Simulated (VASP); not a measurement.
# Cu in VASP: notebook, part 2 of 2

VASP 6.6.1. The steps go on from the part before.

### Step 3. Single point, LDA

Contents of INCAR:

```
SYSTEM = Cu
PREC     = Accurate       ! precision mode
ENCUT    = 520            ! plane-wave cutoff, eV
EDIFF    = 1E-6           ! SCF threshold, eV
ISMEAR   = 0              ! smearing method
SIGMA    = 0.1            ! smearing width, eV
LREAL    = .False.        ! projectors in reciprocal space
LASPH    = .True.         ! aspherical terms in the spheres
NELM     = 120            ! most SCF steps
ALGO     = Normal         ! electronic algorithm
ISIF     = 2              ! what is computed and relaxed
LWAVE    = .False.        ! write WAVECAR
LCHARG   = .True.         ! write CHGCAR
LELF     = .True.         ! ELF
LVHAR    = .True.       
NBANDS   = 174            ! bands
GGA_COMPAT= .False.      
NELMDL   = -8
```

Contents of KPOINTS:

```
Automatic mesh
0
Gamma
  3 3 1
  0 0 0
```

Contents of POSCAR:

```
Cu
1.0
    7.4670476093      0.0000000000      0.0000000000
    0.0000000000      7.4670476093      0.0000000000
    0.0000000000      0.0000000000     15.5200000000
Cu
28
Direct
    0.0000000000      0.0000000000      0.3865979400
    0.3333333300      0.0000000000      0.3865979400
    0.6666666700      0.0000000000      0.3865979400
    0.0000000000      0.3333333300      0.3865979400
    0.3333333300      0.3333333300      0.3865979400
    0.6666666700      0.3333333300      0.3865979400
    0.0000000000      0.6666666700      0.3865979400
    0.3333333300      0.6666666700      0.3865979400
    0.6666666700      0.6666666700      0.3865979400
    0.1666892993      0.1666779637      0.4967073222
    0.4991356563      0.1666681547      0.4964697553
    0.8342542992      0.1666676219      0.4964839320
    0.1666695732      0.4991217868      0.4964735119
    0.4995534406      0.4995571163      0.4963470637
    0.8337865843      0.4995365785      0.4963617714
    0.1666690439      0.8342399034      0.4964806538
    0.4995427020      0.8337799316      0.4963544234
    0.8337954794      0.8337986163      0.4963692617
   -0.0034653306     -0.0034687135      0.6085849025
    0.3368385594     -0.0034967981      0.6085588847
    0.6666782396      0.0007333506      0.6065902531
   -0.0034759773      0.3368183770      0.6085717556
    0.3368623389      0.3368596159      0.6085455876
    0.6666839866      0.3326265451      0.6065908195
    0.0007477003      0.6666709325      0.6065905908
    0.3326390362      0.6666766876      0.6065919875
    0.6666832210      0.6666748445      0.6053259447
    0.1667820643      0.1667230468      0.7047524369
```

Potentials or basis: VASP PAW LDA potentials, release 64 (Cu).

On the command line:

```bash
cat potpaw_LDA.64/Cu/POTCAR > POTCAR
mpirun -np 1 vasp_std > vasp.out
```

OUTCAR:

```text
SYSTEM = Cu
   PREC = Accurate
   ENCUT = 520
   EDIFF = 1E-6
   ISMEAR = 0
   LREAL = .False.
   LASPH = .True.
   NELM = 120
   ISIF = 2
   NELMDL = -8

 ion  position               nearest neighbor table
   1  0.000  0.000  0.387-  18 2.45  12 2.45  16 2.45  10 2.45   2 2.49   3 2.49   4 2.49   7 2.49

   2  0.333  0.000  0.387-  17 2.45  16 2.45  11 2.45  10 2.45   5 2.49   8 2.49   1 2.49   3 2.49

   3  0.667  0.000  0.387-  17 2.45  18 2.45  11 2.45  12 2.45   6 2.49   9 2.49   1 2.49   2 2.49
[... 45 lines left out ...]
  26  0.333  0.667  0.607-  16 2.45  13 2.45  17 2.46  14 2.46  23 2.46  20 2.46  25 2.48  27 2.49

  27  0.667  0.667  0.605-  18 2.44  15 2.44  17 2.44  14 2.44  26 2.49  24 2.49  21 2.49  25 2.49

  28  0.167  0.167  0.705-  23 2.34  20 2.34  22 2.34  19 2.34

  LATTYP: Found a simple tetragonal cell.
 ALAT       =     7.4670476093
 C/A-ratio  =     2.0784653871

  Lattice vectors:

 A1 = (   7.4670476093,   0.0000000000,   0.0000000000)
[... 212 lines left out ...]
 cond. band min:       0.0583695224   @ k =   0.3333   0.3333   0.0000
 fundamental gap:      0.2134176177
 Fermi energy:        -0.1024471145

 k-point     1 :       0.0000    0.0000    0.0000
  band No.  band energies     occupation
      1      -9.0920      2.00000
      2      -6.7078      2.00000
      3      -6.6724      2.00000
      4      -6.6723      2.00000
      5      -6.6405      2.00000
      6      -6.4780      2.00000
[... 834 lines left out ...]
    165       2.0304      0.00000
    166       2.0502      0.00000
 [bands above 166 left out]

------------------------ aborting loop because EDIFF is reached ----------------------------------------

  FORCE on cell =-STRESS in cart. coord.  units (eV):
  Direction    XX          YY          ZZ          XY          YZ          ZX
  --------------------------------------------------------------------------------------
  -------------------------------------------------------------------------------------
  Total      -10.3250806    -10.3249739      0.6820194      0.0010068     -0.0031746     -0.0073386
  in kB      -19.1167682    -19.1165708      1.2627511      0.0018640     -0.0058777     -0.0135873
  external PRESSURE =     -12.3235293 kB  Pullay stress =       0.0000000 kB

 VOLUME and BASIS-vectors are now :
 -----------------------------------------------------------------------------
  energy-cutoff  :      520.00
  volume of cell :      865.35
      direct lattice vectors                 reciprocal lattice vectors
     7.467047609  0.000000000  0.000000000     0.133921739  0.000000000  0.000000000
     0.000000000  7.467047609  0.000000000     0.000000000  0.133921739  0.000000000
     0.000000000  0.000000000 15.520000000     0.000000000  0.000000000  0.064432990

 POSITION                                       TOTAL-FORCE (eV/Angst)
 -----------------------------------------------------------------------------------
      0.00000      0.00000      6.00000        -0.015642     -0.015672      0.009858
      2.48902      0.00000      6.00000         0.014037     -0.015602      0.009605
      4.97803      0.00000      6.00000         0.001071     -0.005408     -0.056854
      0.00000      2.48902      6.00000        -0.015617      0.013997      0.009764
      2.48902      2.48902      6.00000         0.013833      0.013751      0.008210
      4.97803      2.48902      6.00000         0.001267      0.003160     -0.058536
[... 20 lines left out ...]
      4.97816      4.97809      9.39466         0.000151      0.000236      0.029967
      1.24537      1.24493     10.93776        -0.000296      0.000377      0.058734
 -----------------------------------------------------------------------------------
    total drift:                                0.012196      0.012092      0.002714

  FREE ENERGIE OF THE ION-ELECTRON SYSTEM (eV)
  ---------------------------------------------------
  free  energy   TOTEN  =      -117.4385566955 eV

  energy  without entropy=     -117.4106623912  energy(sigma->0) =     -117.42460954
```

OSZICAR:

```text
N       E                     dE             d eps       ncg     rms          rms(c)
DAV:   1     0.301889575287E+04    0.30189E+04   -0.13131E+05  1740   0.231E+03
DAV:   2     0.317831122626E+03   -0.27011E+04   -0.26432E+04  1740   0.508E+02
DAV:   3    -0.111556568280E+03   -0.42939E+03   -0.40329E+03  1758   0.251E+02
[... 22 lines left out ...]
DAV:  26    -0.117438504902E+03   -0.12712E-03   -0.29485E-05  2112   0.510E-02    0.713E-03
DAV:  27    -0.117438529349E+03   -0.24447E-04   -0.50689E-06  1736   0.301E-02    0.421E-03
DAV:  28    -0.117438548068E+03   -0.18720E-04   -0.33750E-06  1272   0.194E-02    0.206E-03
DAV:  29    -0.117438556022E+03   -0.79534E-05   -0.13243E-06  1160   0.955E-03    0.192E-03
DAV:  30    -0.117438556695E+03   -0.67375E-06   -0.41000E-07  1072   0.701E-03
   1 F= -.11743856E+03 E0= -.11742461E+03  d E =-.278943E-01
```

stdout:

```text
POSCAR found type information on POSCAR Cu
 POSCAR found :  1 types and      28 ions
 scaLAPACK will be used
 -----------------------------------------------------------------------------
|                                                                             |
|                                                                             |
|     You have a (more or less) 'large supercell' and for larger cells it     |
|     might be more efficient to use real-space projection operators.         |
|     Therefore, try LREAL= Auto in the INCAR file.                           |
|     Mind: For very accurate calculation, you might also keep the            |
|     reciprocal projection scheme (i.e. LREAL=.FALSE.).                      |
|                                                                             |
 -----------------------------------------------------------------------------

 LDA part: xc-table for (Slater(with rela. corr.)+CA(PZ))
 , standard interpolation
 POSCAR, INCAR and KPOINTS ok, starting setup
 FFT: planning ... GRIDC
 FFT: planning ... GRID_SOFT
 FFT: planning ... GRID
 WAVECAR not read
 entering main loop
```

Run time: 55 min. Hardware: 1 thread of Intel Xeon Platinum 8488C (Sapphire Rapids), shared host; peak memory 0.79 GiB.

Results:

```yaml
Free_energy: -117.4386 eV
Largest_force: 0.059 eV/Å
Band_gap_on_the_k_mesh: zero (bands 154 and 155 overlap by 1.08 eV)
```

Forces on the atoms (eV/Å):
```
Cu  -0.016 -0.016  0.010
Cu   0.014 -0.016  0.010
Cu   0.001 -0.005 -0.057
Cu  -0.016  0.014  0.010
Cu   0.014  0.014  0.008
Cu   0.001  0.003 -0.059
Cu  -0.006  0.001 -0.057
Cu   0.003  0.001 -0.059
Cu   0.001  0.001 -0.040
Cu   0.000  0.000  0.016
Cu  -0.004  0.001 -0.009
Cu   0.003  0.001 -0.009
Cu   0.001 -0.004 -0.010
Cu   0.000  0.000 -0.005
Cu  -0.001  0.001 -0.006
Cu   0.001  0.003 -0.009
Cu   0.001 -0.001 -0.005
Cu  -0.001 -0.002 -0.005
Cu  -0.014 -0.014  0.020
Cu   0.017 -0.014  0.020
Cu   0.000 -0.004  0.027
Cu  -0.014  0.017  0.020
Cu   0.016  0.016  0.020
Cu   0.000  0.002  0.027
Cu  -0.004  0.000  0.027
Cu   0.001  0.000  0.027
Cu   0.000  0.000  0.030
Cu   0.000  0.000  0.059
```

Caveat: there is no dipole correction, which matters where the two faces differ.

The gap in the log of VASP goes by the Fermi energy; the results here count the filled bands.